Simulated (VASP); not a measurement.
# BH9C16 in VASP: single point with PBEsol

Aim: the single point of BH9C16 with PBEsol.

All numbers are computed with VASP 6.6.1; they aren't measurements. Logs are shortened: lines on timing, memory, paths and dates and some standing lists are left out, and cuts for length are marked.

## 1. The cell of the first run

The cell holds a slab with vacuum, 26 atoms: a = 5.049 Å, b = 5.049 Å, c = 15.776 Å, α = 90.00°, β = 90.00°, γ = 60.00°.

## 2. Single point, PBEsol

Contents of INCAR:

```
PREC     = Accurate       # precision mode
ENCUT    = 520            # plane-wave cutoff, eV
EDIFF    = 1E-6           # SCF threshold, eV
ISMEAR   = -1             # smearing method
SIGMA    = 0.05           # smearing width, eV
LREAL    = Auto         
LASPH    = T              # aspherical terms in the spheres
NELM     = 80             # most SCF steps
ALGO     = Normal         # electronic algorithm
ISIF     = 2              # what is computed and relaxed
LWAVE    = F              # write WAVECAR
LCHARG   = F              # write CHGCAR
GGA      = PS             # functional
NBANDS   = 57             # bands
```

Contents of KPOINTS:

```
Automatic mesh
0
Gamma
  3 3 1
```

Contents of POSCAR:

```
BH9C16
1.0
    5.0487420000      0.0000000000      0.0000000000
    2.5243710000      4.3723390000      0.0000000000
    0.0000000000      0.0000000000     15.7764260000
H C B
9 16 1
Direct
    0.1666667000      0.1666667000      0.0633857000
    0.6666667000      0.1666667000      0.0633857000
    0.1666667000      0.6666667000      0.0633857000
    0.6666667000      0.6666667000      0.0633857000
   -0.0004769279      0.4962122489      0.3639196695
    0.5040779231      0.4964627744      0.3638545428
    0.1180949494     -0.2301816965      0.4384853865
    0.4989883062      0.0014827209      0.3650291950
   -0.1202633972      0.2357385025      0.4389886353
    0.1666667000      0.1666667000      0.1331100000
    0.6666667000      0.1666667000      0.1331100000
    0.1666667000      0.6666667000      0.1331100000
    0.6666667000      0.6666667000      0.1331100000
   -0.1666667000      0.3333333000      0.1657717000
    0.3333333000      0.3333333000      0.1657717000
   -0.1666667000      0.8333333000      0.1657717000
    0.3333333000      0.8333333000      0.1657717000
   -0.1670084633      0.3340016825      0.2629726254
    0.3331802421      0.3336743990      0.2633341083
   -0.1663510055      0.8329463834      0.2638516004
    0.3334108924      0.8329096426      0.2638011004
   -0.0015915652      0.0035292725      0.2976271704
    0.4999926684     -0.0000290256      0.2938914184
   -0.0004356823      0.4998009077      0.2936902244
    0.5006283998      0.4998043034      0.2936765183
   -0.0016934601      0.0032042393      0.3977247213
```

Potentials or basis: VASP PAW PBE potentials, release 64 (H, C, B).

Run with:

```sh
$ cat potpaw_PBE.64/H/POTCAR potpaw_PBE.64/C/POTCAR potpaw_PBE.64/B/POTCAR > POTCAR
$ mpirun -np 1 vasp_std > vasp.out
```

OUTCAR:

```text
PREC = Accurate
   ENCUT = 520
   EDIFF = 1E-6
   ISMEAR = -1
   LREAL = Auto
   LASPH = T
   NELM = 80
   ISIF = 2
   GGA = PS

 ion  position               nearest neighbor table
   1  0.167  0.167  0.063-  10 1.10
   2  0.667  0.167  0.063-  11 1.10
   3  0.167  0.667  0.063-  12 1.10
   4  0.667  0.667  0.063-  13 1.10
   5  1.000  0.496  0.364-  24 1.11
   6  0.504  0.496  0.364-  25 1.11
   7  0.118  0.770  0.438-  26 1.21
   8  0.499  0.001  0.365-  23 1.12
   9  0.880  0.236  0.439-  26 1.21
  10  0.167  0.167  0.133-   1 1.10  15 1.55  14 1.55  17 1.55
  11  0.667  0.167  0.133-   2 1.10  14 1.55  15 1.55  16 1.55
  12  0.167  0.667  0.133-   3 1.10  17 1.55  16 1.55  15 1.55
  13  0.667  0.667  0.133-   4 1.10  16 1.55  17 1.55  14 1.55
  14  0.833  0.333  0.166-  18 1.53  11 1.55  10 1.55  13 1.55
  15  0.333  0.333  0.166-  19 1.54  10 1.55  11 1.55  12 1.55
[... 8 lines left out ...]
  24  1.000  0.500  0.294-   5 1.11  20 1.53  18 1.53  19 1.54
  25  0.501  0.500  0.294-   6 1.11  21 1.53  18 1.53  19 1.54
  26  0.998  0.003  0.398-   7 1.21   9 1.21  22 1.58

  LATTYP: Found a hexagonal cell.
 ALAT       =     5.0487421480
 C/A-ratio  =     3.1248230822

  Lattice vectors:

 A1 = (  -2.5243710000,  -4.3723390000,   0.0000000000)
 A2 = (   5.0487420000,   0.0000000000,   0.0000000000)
 A3 = (   0.0000000000,   0.0000000000,  15.7764260000)

Analysis of symmetry for initial positions (statically):
=====================================================================
 Subroutine PRICEL returns:
 Original cell was already a primitive cell.

 Routine SETGRP: Setting up the symmetry group for a
 hexagonal supercell.

 Subroutine GETGRP returns: Found  1 space group operations
 (whereof  1 operations were pure point group operations)
 out of a pool of 24 trial point group operations.

The static configuration has the point symmetry C_1 .

Analysis of symmetry for dynamics (positions and initial velocities):
=====================================================================
 Subroutine PRICEL returns:
 Original cell was already a primitive cell.

 Routine SETGRP: Setting up the symmetry group for a
 hexagonal supercell.

 Subroutine GETGRP returns: Found  1 space group operations
 (whereof  1 operations were pure point group operations)
 out of a pool of 24 trial point group operations.

[... 130 lines left out ...]
   EDIFFG = 0.1E-04   stopping-criterion for IOM
   NSW    =      0    number of steps for IOM
   IBRION =     -1    ionic relax: 0-MD 1-quasi-New 2-CG
   NFREE  =      0    steps in history (QN), initial steepest desc. (CG)
   ISIF   =      2    stress and relaxation
   ISYM   =      2    0-nonsym 1-usesym 2-fastsym
   POTIM  = 0.5000    time-step for ionic-motion
   TEBEG  =    0.0;   TEEND  =   0.0 temperature during run
   PSTRESS=    0.0 pullay stress
   NELECT =      76.0000    total number of electrons
   NUPDOWN=      -1.0000    fix difference up-down
   EMIN   =  10.00;   EMAX   =-10.00  energy-range for DOS
   EFERMI =   0.00;   METHOD = LEGACY
   ISMEAR =    -1;   SIGMA  =   0.05  broadening in eV -4-tet -1-fermi 0-gaus
   EFERMI_NEDOS =   21; number of points for ismear=-14 and -15
   IALGO  =     38    algorithm
   IMIX   =      4    mixing-type and parameters
     AMIX     =   0.40;   BMIX     =  1.00
     AMIX_MAG =   1.60;   BMIX_MAG =  1.00
  volume/ion in A,a.u.               =      13.39        90.39
  Fermi-wavevector in a.u.,A,eV,Ry     =   0.985623  1.862557 13.217416  0.971453
  Thomas-Fermi vector in A             =   2.116944
   LORBIT       =      0    0 simple, 1 ext, 2 COOP (PROOUT), +10 PAW based schemes
   GGA     = PS    functional components
   LHFCALC =     F    Hartree Fock is set to
   AEXX    =    0.0000 exact exchange contribution
   IVDW    =     0    specifies the selected vdW correction
   LEPSILON=     F    determine dielectric tensor
   LRPA    =     F    only Hartree local field effects (RPA)
 non-spin polarized calculation
  energy-cutoff  :      520.00
  volume of cell :      348.26
 maximum number of plane-waves:      9407
 NGX is ok and might be reduce to    40
   NGX = 19   NGY = 19   NGZ = 59

 number of electron      76.0000004 magnetization

 Free energy of the ion-electron system (eV)
  ---------------------------------------------------
  ext. energy  EPLUGINS =         0.00000000
  ---------------------------------------------------
  free energy    TOTEN  =      -191.16599750 eV

  energy without entropy =     -191.16599740  energy(sigma->0) =     -191.16599745

 E-fermi :   0.5874     XC(G=0):  -5.6361

 val. band max:       -0.1962931235   @ k =   0.0000   0.0000   0.0000
 cond. band min:       1.4337732294   @ k =   0.0000   0.0000   0.0000
 fundamental gap:      1.6300663529
 Fermi energy:         0.5873875443

 k-point     1 :       0.0000    0.0000    0.0000
  band No.  band energies     occupation
      1     -20.0048      2.00000
      2     -17.3146      2.00000
      3     -14.7406      2.00000
      4     -14.7332      2.00000
      5     -14.7170      2.00000
      6     -13.6879      2.00000
[... 254 lines left out ...]
     49       7.4086      0.00000
     50       7.4810      0.00000
 [bands above 50 left out]

------------------------ aborting loop because EDIFF is reached ----------------------------------------

  FORCE on cell =-STRESS in cart. coord.  units (eV):
  Direction    XX          YY          ZZ          XY          YZ          ZX
  --------------------------------------------------------------------------------------
  -------------------------------------------------------------------------------------
  Total       -1.5844447     -0.6694121     -0.2945730     -0.0204590      0.0044546      0.0052119
  in kB       -7.2892363     -3.0796297     -1.3551827     -0.0941216      0.0204933      0.0239776
  external PRESSURE =      -3.9080162 kB  Pullay stress =       0.0000000 kB

 VOLUME and BASIS-vectors are now :
 -----------------------------------------------------------------------------
  energy-cutoff  :      520.00
  volume of cell :      348.26
      direct lattice vectors                 reciprocal lattice vectors
     5.048742000  0.000000000  0.000000000     0.198069143 -0.114355268  0.000000000
     2.524371000  4.372339000  0.000000000     0.000000000  0.228710537  0.000000000
     0.000000000  0.000000000 15.776426000     0.000000000  0.000000000  0.063385712

 POSITION                                       TOTAL-FORCE (eV/Angst)
 -----------------------------------------------------------------------------------
      1.26219      0.72872      1.00000         0.006888     -0.006030     -0.339257
      3.78656      0.72872      1.00000        -0.007111     -0.006200     -0.339012
      2.52437      2.91489      1.00000        -0.000383     -0.005524     -0.329281
      5.04874      2.91489      1.00000         0.000349      0.015385     -0.336281
      6.29896      2.16961      5.74135         0.001504      0.002515      0.035764
      3.79822      2.17070      5.74032        -0.000943      0.001275      0.043111
[... 18 lines left out ...]
      3.78924      2.18531      4.63317         0.002792     -0.005077     -0.007362
      5.04828      0.01401      6.27467         0.021502      0.001176      0.000643
 -----------------------------------------------------------------------------------
    total drift:                                0.000942      0.004077     -0.054052

  FREE ENERGIE OF THE ION-ELECTRON SYSTEM (eV)
  ---------------------------------------------------
  free  energy   TOTEN  =      -191.1659975009 eV

  energy  without entropy=     -191.1659973999  energy(sigma->0) =     -191.16599745
```

OSZICAR:

```text
N       E                     dE             d eps       ncg     rms          rms(c)
DAV:   1     0.470049427317E+03    0.47005E+03   -0.33512E+04   570   0.113E+03
DAV:   2    -0.142794759906E+03   -0.61284E+03   -0.58517E+03   801   0.267E+02
DAV:   3    -0.200720642365E+03   -0.57926E+02   -0.57502E+02   716   0.832E+01
[... 14 lines left out ...]
DAV:  18    -0.191165968027E+03   -0.93778E-04   -0.67842E-06   620   0.615E-03    0.118E-03
DAV:  19    -0.191165991159E+03   -0.23132E-04   -0.13411E-06   508   0.307E-03    0.441E-04
DAV:  20    -0.191165995191E+03   -0.40319E-05   -0.27042E-07   500   0.151E-03    0.246E-04
DAV:  21    -0.191165996909E+03   -0.17183E-05   -0.10694E-07   508   0.101E-03    0.196E-04
DAV:  22    -0.191165997501E+03   -0.59176E-06   -0.44651E-08   500   0.631E-04
   1 F= -.19116600E+03 E0= -.19116600E+03  d E =-.101048E-06
```

stdout:

```text
POSCAR found type information on POSCAR H C B
 POSCAR found :  3 types and      26 ions
 scaLAPACK will be used
 -----------------------------------------------------------------------------
|                                                                             |
|                                                                             |
|     You enforced a specific xc type in the INCAR file but a different       |
|     I HOPE YOU KNOW WHAT YOU ARE DOING!                                     |
|                                                                             |
 -----------------------------------------------------------------------------

 LDA part: xc-table for (Slater+PW92), standard interpolation
 POSCAR, INCAR and KPOINTS ok, starting setup
 FFT: planning ... GRIDC
 FFT: planning ... GRID_SOFT
 FFT: planning ... GRID
 WAVECAR not read
 entering main loop
```

It took 8.3 min on 1 thread of Intel Xeon 8259CL, shared host; peak memory 0.45 GiB.

What came out:

```
Free energy            : -191.1660 eV
Largest force          : 1.379 eV/Å
Band gap on the k mesh : 1.63 eV
```

Forces on the atoms (eV/Å):
```
H    0.007 -0.006 -0.339
H   -0.007 -0.006 -0.339
H    0.000 -0.006 -0.329
H    0.000  0.015 -0.336
H    0.002  0.003  0.036
H   -0.001  0.001  0.043
H   -0.007 -0.001  0.008
H    0.002 -0.002  0.045
H   -0.006  0.009  0.015
C   -0.006  0.011  1.262
C    0.006  0.011  1.264
C    0.000  0.006  1.326
C   -0.001 -0.030  1.379
C    0.001 -0.139 -1.117
C   -0.002 -0.090 -1.137
C    0.162  0.120 -0.910
C   -0.161  0.119 -0.922
C    0.002 -0.008  0.010
C   -0.003  0.004  0.006
C    0.011  0.004  0.001
C   -0.001  0.002  0.011
C   -0.022 -0.003  0.021
C    0.001 -0.004  0.005
C   -0.001 -0.007  0.004
C    0.003 -0.005 -0.007
B    0.022  0.001  0.001
```

Levels at points of the mesh, in eV from the valence-band top:
| k point | band 36 | band 37 | band 38 | band 39 | band 40 | band 41 |
| --- | --- | --- | --- | --- | --- | --- |
| (0.00, 0.00, 0.00) | -1.47 | -0.02 | 0.00 | 1.63 | 3.33 | 3.93 |

Caveat: the k points lie up to 0.48 Å⁻¹ apart; the PAW data sets were made with another functional, which shifts forces and pressure a little.
